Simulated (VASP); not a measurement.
Wanted: the native input for a VASP 6.6.1 run.

- Task: single point
- Functional: PBE
- Potentials or basis: VASP PAW PBE potentials, release 64 (Mg, Cd, S)
- Cutoff: 520 eV
- k mesh: 6 × 6 × 2
- Occupations: gaussian, width 0.1 eV
- Spin: no spin polarisation
- Dipole correction: no
- Further INCAR settings: ALGO = Normal; EDIFF = 1e-07; NBANDS = 31

The structure of MgCd2S3 lies in POSCAR:

```
MgCd2S3
1.0
    3.8315932742      0.0000000000      0.0000000000
   -1.9157966371      3.3182571124      0.0000000000
    0.0000000000      0.0000000000      9.3966595237
Mg Cd S
1 2 3
Direct
    0.0000000000      0.0000000000      0.0000000000
    0.3333333333      0.6666666667      0.6716778521
    0.6666666667      0.3333333333      0.3283221479
    0.0000000000      0.0000000000      0.5000000000
    0.3333333333      0.6666666667      0.1555751699
    0.6666666667      0.3333333333      0.8444248301
```

These files were run (other wordings do the same):

INCAR

```
PREC = Accurate
ENCUT = 520
EDIFF = 1E-7
ISMEAR = 0
SIGMA = 0.1
LREAL = F
LASPH = T
NELM = 100
ALGO = Normal
ISIF = 2
LWAVE = F
LCHARG = T
GGA = PE
LELF = T
LVHAR = T
NBANDS = 31
```

KPOINTS

```
regular mesh
0
Gamma
  6 6 2
```

Potentials or basis: VASP PAW PBE potentials, release 64 (Mg, Cd, S).

The run is started by

```bash
$ cat potpaw_PBE.64/Mg/POTCAR potpaw_PBE.64/Cd/POTCAR potpaw_PBE.64/S/POTCAR > POTCAR
$ mpirun -np 1 vasp_std > vasp.out
```

Results of the run:

```yaml
Pressure: -0.1 GPa
Largest_force: 0.035 eV/Å
Band_gap_on_the_k_mesh: 0.89 eV (least direct gap 1.43 eV)
```

Wall time 64 s on 1 thread of Intel(R) Xeon(R) Platinum 8488C (Sapphire Rapids), on a shared host, peak memory 0.23 GiB.
